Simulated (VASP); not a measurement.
A run of VASP 6.6.1:

Contents of POSCAR:

```
BaRe
1.0
    3.7233438108      0.0000000000      0.0000000000
    0.0000000000      3.7233438108      0.0000000000
    0.0000000000      0.0000000000      3.7233438108
Ba Re
1 1
Direct
    0.0000000000      0.0000000000      0.0000000000
    0.5000000000      0.5000000000      0.5000000000
```

INCAR.step1

```
ALGO = Normal
EDIFF = 1E-5
ENCUT = 610
GGA = PE
GGA_COMPAT = F
ISMEAR = 0
LASPH = T
LCHARG = F
LREAL = F
LWAVE = T
NBANDS = 20
NELM = 120
PREC = Accurate
SIGMA = 0.05
```

File INCAR.step2:

```
ALGO = Normal
EDIFF = 1E-6
ENCUT = 610
GGA_COMPAT = F
ISIF = 2
ISMEAR = 0
ISTART = 1
LASPH = T
LCHARG = T
LELF = T
LMIXTAU = T
LREAL = F
LVHAR = T
LWAVE = F
METAGGA = R2SCAN
NBANDS = 20
NELM = 120
PREC = Accurate
SIGMA = 0.05
```

File KPOINTS:

```
k-points
0
Gamma
  8 8 8
```

Potentials or basis: VASP PAW PBE potentials, release 64 (Ba_sv, Re_sv_GW).

The run is started by

```sh
$ cat potpaw_PBE.64/Ba_sv/POTCAR potpaw_PBE.64/Re_sv_GW/POTCAR > POTCAR
$ cp INCAR.step1 INCAR
$ mpirun -np 1 vasp_std > vasp.out
$ cp INCAR.step2 INCAR
$ mpirun -np 1 vasp_std > vasp.out
```

Hardware: 1 thread of Intel(R) Xeon(R) Platinum 8488C (Sapphire Rapids) (shared host).

Problem. How long does it take, and how much memory?

Solution. It took 110 s on 1 thread of Intel(R) Xeon(R) Platinum 8488C (Sapphire Rapids), with other jobs on the host, peak memory 0.21 GiB. Counts: k points 35.
